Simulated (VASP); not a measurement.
# Cu (Fm-3m) in VASP: notebook

The runs below take Cu through single point, relaxation of cell and atoms, with PBEsol.

Everything below comes from runs of VASP 6.6.1. Logs are shortened: lines on timing, memory, paths and dates and some standing lists are left out, and cuts for length are marked.

## 1. The cell of the first run

The structure is cubic, space group Fm-3m (No. 225). Conventional cell: a = 3.563 Å, b = 3.563 Å, c = 3.563 Å, α = 90.00°, β = 90.00°, γ = 90.00°. Cu (site symmetry m-3m) has 12 Cu at 2.52 Å within 3.3 Å.

## 2. Single point, PBEsol

The input, INCAR:

```
ALGO = Fast ; EDIFF = 1E-7
ENCUT = 520 ; GGA = PS
ISIF = 2 ; ISMEAR = 0
LASPH = T ; LCHARG = F
LREAL = F ; LWAVE = F
NBANDS = 12 ; NELM = 80
PREC = Accurate ; SIGMA = 0.1
```

The input, KPOINTS:

```
k-points
0
Gamma
  38 38 38
```

The input, POSCAR:

```
Cu
1.0
    0.0000000000      1.7814611960      1.7814611960
    1.7814611960      0.0000000000      1.7814611960
    1.7814611960      1.7814611960      0.0000000000
Cu
1
Direct
    0.0000000000      0.0000000000      0.0000000000
```

Potentials or basis: VASP PAW PBE potentials, release 64 (Cu).

Run with:

```
cat potpaw_PBE.64/Cu/POTCAR > POTCAR
mpirun -np 1 vasp_std > vasp.out
```

OUTCAR:

```text
EDIFF = 1E-7
   ENCUT = 520
   GGA = PS
   ISIF = 2
   ISMEAR = 0
   LASPH = T
   LREAL = F
   NELM = 80
   PREC = Accurate

 ion  position               nearest neighbor table
   1  0.000  0.000  0.000-

  LATTYP: Found a face centered cubic cell.
 ALAT       =     3.5629223920

  Lattice vectors:

 A1 = (   0.0000000000,   1.7814611960,   1.7814611960)
 A2 = (   1.7814611960,   0.0000000000,   1.7814611960)
 A3 = (   1.7814611960,   1.7814611960,   0.0000000000)

Analysis of symmetry for initial positions (statically):
=====================================================================
 Subroutine PRICEL returns:
 Original cell was already a primitive cell.

 Routine SETGRP: Setting up the symmetry group for a
 face centered cubic supercell.

 Subroutine GETGRP returns: Found 48 space group operations
 (whereof 48 operations were pure point group operations)
 out of a pool of 48 trial point group operations.

The static configuration has the point symmetry O_h .

Analysis of symmetry for dynamics (positions and initial velocities):
=====================================================================
 Subroutine PRICEL returns:
 Original cell was already a primitive cell.

 Routine SETGRP: Setting up the symmetry group for a
 face centered cubic supercell.

 Subroutine GETGRP returns: Found 48 space group operations
 (whereof 48 operations were pure point group operations)
 out of a pool of 48 trial point group operations.

The dynamic configuration has the point symmetry O_h .

 Subroutine INISYM returns: Found 48 space group operations
 (whereof 48 operations are pure point group operations),
 and found     1 'primitive' translations

----------------------------------------------------------------------------------------

                                     Primitive cell

  volume of cell :      11.3073

  direct lattice vectors                    reciprocal lattice vectors
     0.000000000  1.781461196  1.781461196    -0.280668477  0.280668477  0.280668477
     1.781461196  0.000000000  1.781461196     0.280668477 -0.280668477  0.280668477
     1.781461196  1.781461196  0.000000000     0.280668477  0.280668477 -0.280668477

  length of vectors
     2.519366584  2.519366584  2.519366584     0.486132062  0.486132062  0.486132062

  position of ions in fractional coordinates (direct lattice)
     0.000000000  0.000000000  0.000000000

  ion indices of the primitive-cell ions
   primitive index   ion index
                 1           1

----------------------------------------------------------------------------------------

 KPOINTS: k-points

Automatic generation of k-mesh.
 Grid dimensions read from file:
 generate k-points for:   38   38   38

 Generating k-lattice:

  Cartesian coordinates                     Fractional coordinates (reciprocal lattice)
    -0.007386013  0.007386013  0.007386013     0.026315789  0.000000000  0.000000000
     0.007386013 -0.007386013  0.007386013     0.000000000  0.026315789  0.000000000
     0.007386013  0.007386013 -0.007386013     0.000000000  0.000000000  0.026315789

  Length of vectors
     0.012792949  0.012792949  0.012792949

  Shift w.r.t. Gamma in fractional coordinates (k-lattice)
     0.000000000  0.000000000  0.000000000

 Subroutine IBZKPT returns following result:
 ===========================================

 Found   1440 irreducible k-points:

 Following reciprocal coordinates:
            Coordinates               Weight
  0.000000  0.000000  0.000000      1.000000
  0.026316  0.000000  0.000000      8.000000
  0.052632  0.000000  0.000000      8.000000
  0.078947  0.000000  0.000000      8.000000
  0.105263  0.000000  0.000000      8.000000
  0.131579  0.000000  0.000000      8.000000
[... 16 lines left out ...]
  0.078947  0.026316  0.000000     24.000000
  0.105263  0.026316  0.000000     24.000000
 [... further k-points ...]
   k-points           NKPTS =   1440   k-points in BZ     NKDIM =   1440   number of bands    NBANDS=     12
   number of dos      NEDOS =    301   number of ions     NIONS =      1
   total plane-waves  NPLWV =   8000
   dimension x,y,z NGX =    20 NGY =   20 NGZ =   20
   dimension x,y,z NGXF=    40 NGYF=   40 NGZF=   40
   ions per type =               1
   NGX,Y,Z   is equivalent  to a cutoff of  13.20, 13.20, 13.20 a.u.
   NGXF,Y,Z  is equivalent  to a cutoff of  26.39, 26.39, 26.39 a.u.
 SYSTEM =  unknown system
   PREC   = accura    normal or accurate (medium, high low for compatibility)
   ISTART =      0    job   : 0-new  1-cont  2-samecut
   ICHARG =      2    charge: 1-file 2-atom 10-const
   ISPIN  =      1    spin polarized calculation?
   LNONCOLLINEAR =      F non collinear calculations
   LSORBIT =      F    spin-orbit coupling
   LASPH  =      T    aspherical Exc in radial PAW
   ENCUT  =  520.0 eV  38.22 Ry    6.18 a.u.   4.68  4.68  4.68*2*pi/ulx,y,z
   NELM   =     80;   NELMIN=  2; NELMDL= -5     # of ELM steps
   EDIFF  = 0.1E-06   stopping-criterion for ELM
   LREAL  =      F    real-space projection
   EDIFFG = 0.1E-05   stopping-criterion for IOM
   NSW    =      0    number of steps for IOM
   IBRION =     -1    ionic relax: 0-MD 1-quasi-New 2-CG
   NFREE  =      0    steps in history (QN), initial steepest desc. (CG)
   ISIF   =      2    stress and relaxation
   ISYM   =      2    0-nonsym 1-usesym 2-fastsym
   POTIM  = 0.5000    time-step for ionic-motion
   TEBEG  =    0.0;   TEEND  =   0.0 temperature during run
   PSTRESS=    0.0 pullay stress
   NELECT =      11.0000    total number of electrons
   NUPDOWN=      -1.0000    fix difference up-down
   EMIN   =  10.00;   EMAX   =-10.00  energy-range for DOS
   EFERMI =   0.00;   METHOD = LEGACY
   ISMEAR =     0;   SIGMA  =   0.10  broadening in eV -4-tet -1-fermi 0-gaus
   EFERMI_NEDOS =   21; number of points for ismear=-14 and -15
   IALGO  =     68    algorithm
   IMIX   =      4    mixing-type and parameters
     AMIX     =   0.40;   BMIX     =  1.00
     AMIX_MAG =   1.60;   BMIX_MAG =  1.00
  volume/ion in A,a.u.               =      11.31        76.31
  Fermi-wavevector in a.u.,A,eV,Ry     =   1.622131  3.065384 35.801149  2.631310
  Thomas-Fermi vector in A             =   2.715795
   LORBIT       =      0    0 simple, 1 ext, 2 COOP (PROOUT), +10 PAW based schemes
   GGA     = PS    functional components
   LHFCALC =     F    Hartree Fock is set to
   AEXX    =    0.0000 exact exchange contribution
   IVDW    =     0    specifies the selected vdW correction
   LEPSILON=     F    determine dielectric tensor
   LRPA    =     F    only Hartree local field effects (RPA)
 non-spin polarized calculation
 RMM-DIIS sequential band-by-band and
 Gauss-broadening in eV      SIGMA  =   0.10
  energy-cutoff  :      520.00
  volume of cell :       11.31
 maximum number of plane-waves:       322
   NGX =  9   NGY =  9   NGZ =  9

 number of electron      11.0000013 magnetization

 Free energy of the ion-electron system (eV)
  ---------------------------------------------------
  ext. energy  EPLUGINS =         0.00000000
  ---------------------------------------------------
  free energy    TOTEN  =        -4.30915861 eV

  energy without entropy =       -4.30775611  energy(sigma->0) =       -4.30845736

 E-fermi :   7.9713     XC(G=0): -13.1641

 val. band max:        7.9689258809   @ k =   0.4474   0.3684   0.0000
 cond. band min:       7.9811188340   @ k =  -0.3684   0.1579   0.0000
 fundamental gap:      0.0121929531
 Fermi energy:         7.9713364282

 k-point     1 :       0.0000    0.0000    0.0000
  band No.  band energies     occupation
      1      -1.7763      2.00000
      2       4.7845      2.00000
      3       4.7845      2.00000
      4       4.7845      2.00000
      5       5.6745      2.00000
      6       5.6745      2.00000
      7      30.8811      0.00000
      8      33.8356      0.00000
      9      33.8356      0.00000
     10      33.8356      0.00000
     11      36.3543      0.00000
     12      36.3543      0.00000

 k-point     2 :       0.0263    0.0000    0.0000
  band No.  band energies     occupation
      1      -1.7502      2.00000
      2       4.7786      2.00000
      3       4.7898      2.00000
      4       4.7898      2.00000
      5       5.6722      2.00000
      6       5.6722      2.00000
      7      30.7792      0.00000
      8      33.3016      0.00000
      9      33.7391      0.00000
     10      33.7391      0.00000
     11      36.4870      0.00000
     12      36.4870      0.00000

 k-point     3 :       0.0526    0.0000    0.0000
  band No.  band energies     occupation
      1      -1.6720      2.00000
      2       4.7611      2.00000
      3       4.8051      2.00000
      4       4.8051      2.00000
      5       5.6660      2.00000
      6       5.6660      2.00000
      7      30.3629      0.00000
      8      32.4619      0.00000
      9      33.4970      0.00000
     10      33.4970      0.00000
     11      36.8357      0.00000
     12      36.8357      0.00000

 k-point     4 :       0.0789    0.0000    0.0000
  band No.  band energies     occupation
      1      -1.5425      2.00000
      2       4.7332      2.00000
      3       4.8292      2.00000
      4       4.8292      2.00000
      5       5.6571      2.00000
      6       5.6571      2.00000
      7      29.4562      0.00000
      8      31.9510      0.00000
      9      33.1874      0.00000
     10      33.1874      0.00000
     11      37.3144      0.00000
     12      37.3158      0.00000

 k-point     5 :       0.1053    0.0000    0.0000
  band No.  band energies     occupation
      1      -1.3625      2.00000
      2       4.6968      2.00000
      3       4.8597      2.00000
      4       4.8597      2.00000
      5       5.6478      2.00000
      6       5.6478      2.00000
      7      28.2172      0.00000
      8      31.7169      0.00000
      9      32.8602      0.00000
     10      32.8602      0.00000
     11      37.8525      0.00000
     12      37.9534      0.00000

 k-point     6 :       0.1316    0.0000    0.0000
  band No.  band energies     occupation
      1      -1.1338      2.00000
      2       4.6543      2.00000
      3       4.8929      2.00000
      4       4.8929      2.00000
      5       5.6415      2.00000
      6       5.6415      2.00000
      7      26.8606      0.00000
      8      31.5731      0.00000
      9      32.5402      0.00000
     10      32.5403      0.00000
     11      38.2139      0.00000
     12      38.3686      0.00000

 k-point     7 :       0.1579    0.0000    0.0000
  band No.  band energies     occupation
      1      -0.8586      2.00000
      2       4.6092      2.00000
      3       4.9240      2.00000
      4       4.9240      2.00000
      5       5.6425      2.00000
      6       5.6425      2.00000
      7      25.4740      0.00000
      8      31.4409      0.00000
      9      32.2393      0.00000
     10      32.2393      0.00000
     11      38.1896      0.00000
     12      38.6882      0.00000

 k-point     8 :       0.1842    0.0000    0.0000
  band No.  band energies     occupation
      1      -0.5403      2.00000
      2       4.5658      2.00000
      3       4.9478      2.00000
      4       4.9478      2.00000
      5       5.6558      2.00000
      6       5.6558      2.00000
      7      24.0909      0.00000
      8      31.2917      0.00000
      9      31.9630      0.00000
     10      31.9630      0.00000
     11      38.1879      0.00000
     12      38.5580      0.00000
[... 166 lines left out ...]
 k-point    20 :       0.5000    0.0000    0.0000
  band No.  band energies     occupation
      1       2.6054      2.00000
      2       4.7508      2.00000
      3       4.7508      2.00000
      4       6.2808      2.00000
      5       6.2808      2.00000
      6       6.7813      2.00000
      7      11.9106      0.00000
      8      29.3533      0.00000
      9      30.6490      0.00000
     10      30.6490      0.00000
     11      33.6148      0.00000
     12      33.6148      0.00000

 k-point    21 :       0.0263    0.0263    0.0000
  band No.  band energies     occupation
      1      -1.7415      2.00000
      2       4.7736      2.00000
      3       4.7930      2.00000
      4       4.7930      2.00000
      5       5.6645      2.00000
      6       5.6783      2.00000
      7      30.7617      0.00000
      8      33.4055      0.00000
      9      33.4055      0.00000
     10      33.6754      0.00000
     11      36.5481      0.00000
     12      36.7970      0.00000

 k-point    22 :       0.0526    0.0263    0.0000
  band No.  band energies     occupation
      1      -1.6807      2.00000
      2       4.7584      2.00000
      3       4.8054      2.00000
      4       4.8066      2.00000
      5       5.6527      2.00000
      6       5.6803      2.00000
      7      30.5029      0.00000
      8      32.6183      0.00000
      9      33.0140      0.00000
     10      33.7303      0.00000
     11      36.5957      0.00000
     12      37.2504      0.00000

 k-point    23 :       0.0789    0.0263    0.0000
  band No.  band energies     occupation
      1      -1.5683      2.00000
      2       4.7336      2.00000
      3       4.8261      2.00000
      4       4.8291      2.00000
      5       5.6377      2.00000
      6       5.6789      2.00000
      7      29.8010      0.00000
      8      31.9195      0.00000
      9      32.6119      0.00000
     10      33.7616      0.00000
     11      36.7145      0.00000
     12      37.7492      0.00000

 k-point    24 :       0.1053    0.0263    0.0000
  band No.  band energies     occupation
      1      -1.4051      2.00000
      2       4.6997      2.00000
      3       4.8542      2.00000
      4       4.8583      2.00000
      5       5.6215      2.00000
      6       5.6764      2.00000
      7      28.6612      0.00000
      8      31.5624      0.00000
      9      32.2222      0.00000
     10      33.7054      0.00000
     11      36.9141      0.00000
     12      38.3545      0.00000

 [... further k-points ...]
[... 5 lines left out ...]
  --------------------------------------------------------------------------------------
  -------------------------------------------------------------------------------------
  Total        0.0549537      0.0549537      0.0549537     -0.0000000     -0.0000000     -0.0000000
  in kB        7.7866061      7.7866061      7.7866061     -0.0000000     -0.0000000     -0.0000000
  external PRESSURE =       7.7866061 kB  Pullay stress =       0.0000000 kB

 VOLUME and BASIS-vectors are now :
 -----------------------------------------------------------------------------
  energy-cutoff  :      520.00
  volume of cell :       11.31
      direct lattice vectors                 reciprocal lattice vectors
     0.000000000  1.781461196  1.781461196    -0.280668477  0.280668477  0.280668477
     1.781461196  0.000000000  1.781461196     0.280668477 -0.280668477  0.280668477
     1.781461196  1.781461196  0.000000000     0.280668477  0.280668477 -0.280668477

 POSITION                                       TOTAL-FORCE (eV/Angst)
 -----------------------------------------------------------------------------------
      0.00000      0.00000      0.00000         0.000000      0.000000      0.000000
 -----------------------------------------------------------------------------------
    total drift:                                0.000000      0.000000      0.000000

  FREE ENERGIE OF THE ION-ELECTRON SYSTEM (eV)
  ---------------------------------------------------
  free  energy   TOTEN  =        -4.3091586135 eV

  energy  without entropy=       -4.3077561058  energy(sigma->0) =       -4.30845736
```

Wall time 2.9 min (1 thread of Intel Xeon Platinum 8488C (Sapphire Rapids), shared host); peak memory 0.3 GiB.

What came out:

- Free energy: -4.3092 eV
- Pressure: 0.8 GPa
- Band gap on the k mesh: zero (an odd number of electrons rules out a gap without spin polarisation)

Caveat: the PAW data sets were made with another functional, which shifts forces and pressure a little.

## 3. Relaxation of cell and atoms, PBEsol

This run uses another cell than the first one, of 11.76 Å³/atom.

The input, INCAR:

```
SYSTEM = Cu
  ALGO = Fast
  EDIFF = 1E-7
  EDIFFG = -0.003
  ENCUT = 600
  GGA = PS
  IBRION = 2
  ISIF = 3
  ISMEAR = 0
  LASPH = .TRUE.
  LCHARG = .FALSE.
  LREAL = .FALSE.
  LWAVE = .FALSE.
  NELM = 80
  NSW = 80
  PREC = Accurate
  SIGMA = 0.1
```

The input, KPOINTS:

```
k-points
0
G
  38 38 38
  0 0 0
```

The input, POSCAR:

```
Cu
1.0
    0.0000000000      1.8050000000      1.8050000000
    1.8050000000      0.0000000000      1.8050000000
    1.8050000000      1.8050000000      0.0000000000
Cu
1
Direct
    0.0000000000      0.0000000000      0.0000000000
```

Potentials or basis: VASP PAW PBE potentials, release 64 (Cu).

Run with:

```
cat potpaw_PBE.64/Cu/POTCAR > POTCAR
mpirun -np 1 vasp_std > vasp.out
```

Run time: 13 min. Hardware: 1 thread of Intel Xeon Platinum 8488C (Sapphire Rapids), shared host; peak memory 0.36 GiB.

It converged, with:

```
Free energy                           : -4.3096 eV
Relaxed volume                        : 11.36 Å³/atom
Relaxed cell                          : a = 2.524 Å, b = 2.524 Å, c = 2.524 Å, α = 60.00°, β = 60.00°, γ = 60.00°
Space group after relaxing (to 0.1 Å) : Fm-3m (No. 225)
Energy gained by relaxing             : 6.8 meV/atom
Ionic steps                           : 9
Pressure after relaxing               : 0.0 GPa
Band gap on the k mesh                : zero (an odd number of electrons rules out a gap without spin polarisation)
```

The path:
| step | energy change (eV) | largest force (eV/Å) | pressure (GPa) | volume (Å³) |
| --- | --- | --- | --- | --- |
| 1 | 0.0000 | 0.0000 | -5.07 | 11.76 |
| 2 | -0.0045 | 0.0000 | 1.80 | 11.14 |
| 3 | -0.0068 | 0.0000 | -0.41 | 11.36 |
| 4 | -0.0067 | 0.0000 | 0.63 | 11.32 |
| 5 | -0.0068 | 0.0000 | 0.17 | 11.35 |
| 6 | -0.0068 | 0.0000 | 0.09 | 11.36 |
| 7 | -0.0068 | 0.0000 | -0.05 | 11.37 |
| 8 | -0.0068 | 0.0000 | 0.16 | 11.36 |
| 9 | -0.0068 | 0.0000 | -0.04 | 11.36 |

Final structure:
```xyz
1
Lattice="0.0000 1.7844 1.7844 1.7844 0.0000 1.7844 1.7844 1.7844 0.0000" Properties=species:S:1:pos:R:3 pbc="T T T"
Cu    0.0000    0.0000    0.0000
```

Levels at points of the mesh, in eV from the Fermi level:
| k point | band 2 | band 3 | band 4 | band 5 | band 6 | band 7 | band 8 | band 9 |
| --- | --- | --- | --- | --- | --- | --- | --- | --- |
| (0.00, 0.00, 0.00) | -3.17 | -3.17 | -3.17 | -2.29 | -2.29 | 22.87 | 25.79 | 25.79 |
| (0.50, 0.00, 0.00) | -3.20 | -3.20 | -1.68 | -1.68 | -1.17 | 3.91 | 21.35 | 22.60 |
| (0.50, 0.50, 0.00) | -4.66 | -1.70 | -1.53 | -1.53 | 1.41 | 7.35 | 13.31 | 13.31 |

Caveat: the PAW data sets were made with another functional, which shifts forces and pressure a little.
